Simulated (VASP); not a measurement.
Here is a VASP 6.6.1 calculation.

The input POSCAR:

```
CdS
1.0
    0.0746129383      2.9550434845      2.9550434845
    2.9550434845      0.0746129383      2.9550434845
    2.9550434845      2.9550434845      0.0746129383
Cd S
1 1
Direct
    0.0028208299      0.0028208299      0.0028208299
    0.2471791701      0.2471791701      0.2471791701
```

INCAR.step1

```
SYSTEM = CdS
PREC = Accurate ; ENCUT = 520
ISMEAR = 0 ; SIGMA = 0.01
LREAL = .FALSE. ; LASPH = .TRUE.
NELM = 60 ; NBANDS = 16
GGA = PE ; ALGO = Normal
EDIFF = 1E-4 ; LWAVE = .TRUE.
LCHARG = .FALSE.
```

The input INCAR.step2:

```
SYSTEM = CdS
PREC = Accurate ; ENCUT = 520
EDIFF = 1E-6 ; ISMEAR = 0
SIGMA = 0.01 ; LREAL = .FALSE.
LASPH = .TRUE. ; NELM = 60
ALGO = Normal ; ISIF = 2
LWAVE = .FALSE. ; LCHARG = .FALSE.
METAGGA = R2SCAN ; LMIXTAU = .TRUE.
NBANDS = 16 ; ISTART = 1
```

KPOINTS

```
regular mesh
0
G
  8 8 8
  0 0 0
```

Potentials or basis: VASP PAW PBE potentials, release 64 (Cd, S).

Launch:

```console
$ cat potpaw_PBE.64/Cd/POTCAR potpaw_PBE.64/S/POTCAR > POTCAR
$ cp INCAR.step1 INCAR
$ mpirun -np 1 vasp_std > vasp.out
$ cp INCAR.step2 INCAR
$ mpirun -np 1 vasp_std > vasp.out
```

(1) Estimate the band gap on the k mesh.

(2) Predict the pressure.

## Answers

(1) 1.52 eV, direct.

(2) 1.7 GPa.

Caveat: the cell differs from its parent crystal (epitaxial 111 strain -2.0%); the PAW data sets were made with another functional, which shifts forces and pressure a little.
